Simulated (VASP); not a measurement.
Wanted: the native input for a VASP 6.6.1 run.

* Task: single point
* Functional: r2SCAN
* Potentials or basis: VASP PAW PBE potentials, release 64 (N, P, Ga_d)
* Cutoff: 520 eV
* k mesh: 12 × 12 × 4
* Occupations: fermi-dirac, width 0.02 eV
* Spin: no spin polarisation
* Dipole correction: no
* Further INCAR settings: ALGO = Normal; EDIFF = 1e-06; NBANDS = 36

The system is Ga3P2N.

```
CELL_PARAMETERS angstrom
3.64824 0.00000 0.00000
-1.82412 3.15947 0.00000
0.00000 0.00000 8.95095
ATOMIC_POSITIONS crystal
N 0.00000 0.00000 0.99741
P 0.33333 0.66667 0.31953
P 0.66667 0.33333 0.67866
Ga 0.33333 0.66667 0.05740
Ga 0.66667 0.33333 0.41788
Ga 0.00000 0.00000 0.77912
```

These files were run (other wordings do the same):

POSCAR

```
Ga3P2N
1.0
    3.6482448559      0.0000000000      0.0000000000
   -1.8241224279      3.1594727244      0.0000000000
    0.0000000000      0.0000000000      8.9509508718
N P Ga
1 2 3
Direct
    0.0000000000      0.0000000000     -0.0025891168
    0.3333333333      0.6666666667      0.3195288232
    0.6666666667      0.3333333333      0.6786553284
    0.3333333333      0.6666666667      0.0574044970
    0.6666666667      0.3333333333      0.4178785768
    0.0000000000      0.0000000000      0.7791218912
```

INCAR.step1

```
SYSTEM = Ga3P2N
ALGO     = Normal         ! electronic algorithm
EDIFF    = 1E-4           ! SCF threshold, eV
ENCUT    = 520            ! plane-wave cutoff, eV
GGA      = PE             ! functional
ISMEAR   = -1             ! smearing method
LASPH    = .TRUE.         ! aspherical terms in the spheres
LCHARG   = .FALSE.        ! write CHGCAR
LREAL    = .FALSE.        ! projectors in reciprocal space
LWAVE    = .TRUE.         ! write WAVECAR
NBANDS   = 36             ! bands
NELM     = 100            ! most SCF steps
PREC     = Accurate       ! precision mode
SIGMA    = 0.02           ! smearing width, eV
```

INCAR.step2

```
SYSTEM = Ga3P2N
ALGO     = Normal         ! electronic algorithm
EDIFF    = 1E-6           ! SCF threshold, eV
ENCUT    = 520            ! plane-wave cutoff, eV
ISIF     = 2              ! what is computed and relaxed
ISMEAR   = -1             ! smearing method
ISTART   = 1            
LASPH    = .TRUE.         ! aspherical terms in the spheres
LCHARG   = .FALSE.        ! write CHGCAR
LMIXTAU  = .TRUE.       
LREAL    = .FALSE.        ! projectors in reciprocal space
LWAVE    = .FALSE.        ! write WAVECAR
METAGGA  = R2SCAN         ! meta-GGA
NBANDS   = 36             ! bands
NELM     = 100            ! most SCF steps
PREC     = Accurate       ! precision mode
SIGMA    = 0.02           ! smearing width, eV
```

KPOINTS

```
k-points
0
G
  12 12 4
  0 0 0
```

Potentials or basis: VASP PAW PBE potentials, release 64 (N, P, Ga_d).

Launch:

```console
$ cat potpaw_PBE.64/N/POTCAR potpaw_PBE.64/P/POTCAR potpaw_PBE.64/Ga_d/POTCAR > POTCAR
$ cp INCAR.step1 INCAR
$ mpirun -np 1 vasp_std > vasp.out
$ cp INCAR.step2 INCAR
$ mpirun -np 1 vasp_std > vasp.out
```

It gave:

```json
{
 "Pressure": "0.1 GPa",
 "Largest force": "0.072 eV/Å",
 "Band gap on the k mesh": "zero (filled and empty bands touch)"
}
```

Caveat: the PAW data sets were made with another functional, which shifts forces and pressure a little.

It took 16 min on 1 thread of Intel Xeon 6975P-C, on a shared host, peak memory 0.38 GiB.
